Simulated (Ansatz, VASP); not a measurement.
**Two plane-wave programs on BN**

```
B N
1.0
     0.00000    1.81300    1.81300
     1.81300    0.00000    1.81300
     1.81300    1.81300    0.00000
B N
1 1
Cartesian
  0.0000 0.0000 0.0000
  2.7484 2.6906 2.6906
```

Change from the starting cell: all N atoms moved +0.050 Å, as atom 2 towards its neighbour atom 1 (B) at 1.570 Å.

Alike in both runs: task single point; functional r2SCAN; k mesh 12 × 12 × 12; occupations gaussian, width 0.05 eV; no spin polarisation.

|  | VASP | Ansatz |
| --- | --- | --- |
| version | VASP 6.6.1 | Ansatz 0.2.0 |
| potentials or method | VASP PAW PBE potentials, release 64 (B, N), cutoff 520 eV | scalar-relativistic, plane waves, PAW |
| valence electrons in the cell | 8 | 8 |

VASP gave:

```
gap on the k mesh at the Fermi level (eV)                     : 4.68
least direct gap on the mesh (eV)                             : 9.02
pressure (GPa)                                                : -3.3
traceless stress, the component that is largest in VASP (GPa) : -0.69
rms of the force components (eV/Å)                            : 0.762
```

**Question.** Estimate Ansatz's values.

**Answer.** gap on the k mesh at the Fermi level (eV): 4.70; least direct gap on the mesh (eV): 9.05; pressure (GPa): -4.4; traceless stress, the component that is largest in VASP (GPa): -0.60; rms of the force components (eV/Å): 0.761.

VASP's potentials were made for PBE, not for r2SCAN. Atom by atom the forces differ by 0.001 eV/Å (rms over components).
